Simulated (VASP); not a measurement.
Input of a VASP 6.6.1 run:

Contents of INCAR:

```
SYSTEM = GaSb3
ALGO     = Normal         ! electronic algorithm
EDIFF    = 1E-7           ! SCF threshold, eV
ENCUT    = 520            ! plane-wave cutoff, eV
GGA      = PS             ! functional
ISIF     = 2              ! what is computed and relaxed
ISMEAR   = 0              ! smearing method
LASPH    = .TRUE.         ! aspherical terms in the spheres
LCHARG   = .TRUE.         ! write CHGCAR
LELF     = .TRUE.         ! ELF
LREAL    = .FALSE.        ! projectors in reciprocal space
LVHAR    = .TRUE.       
LWAVE    = .FALSE.        ! write WAVECAR
NBANDS   = 22             ! bands
NELM     = 60             ! most SCF steps
PREC     = Accurate       ! precision mode
SIGMA    = 0.15           ! smearing width, eV
```

The input KPOINTS:

```
k-points
0
G
  10 10 10
  0 0 0
```

The input POSCAR:

```
GaSb3
1.0
   -0.0486830498      3.6466703981      4.0478041419
    3.5979873483      0.0000000000      3.9991210921
    3.6466703981      3.6466703981     -0.0486830498
Ga Sb
1 3
Direct
    0.0000000000      0.0000000000      0.0000000000
    0.2500000000      0.2500000000      0.2500000000
    0.7500000000      0.7500000000      0.7500000000
    0.5000000000      0.5000000000      0.5000000000
```

Potentials or basis: VASP PAW PBE potentials, release 64 (Ga_d, Sb).

Command:

```console
$ cat potpaw_PBE.64/Ga_d/POTCAR potpaw_PBE.64/Sb/POTCAR > POTCAR
$ mpirun -np 1 vasp_std > vasp.out
```

Problem. Predict the pressure.

Solution. -4.6 GPa.

Problem. What does it give for the band gap on the k mesh?

Solution. Zero (bands 14 and 15 overlap by 3.92 eV).

Problem. Predict the largest force.

Solution. 0.044 eV/Å.

Forces in eV/Å, atoms in the order of the input:
```
Ga   0.000  0.000  0.000
Sb   0.000 -0.044  0.000
Sb   0.000  0.044  0.000
Sb   0.000  0.000  0.000
```

Caveat: the cell differs from its parent crystal (engineering shear strain xz -0.0267, normal strain along z +0.1100); the cell stands under tension; the PAW data sets were made with another functional, which shifts forces and pressure a little; spin-orbit coupling is left out, which moves the levels of the heavy elements.
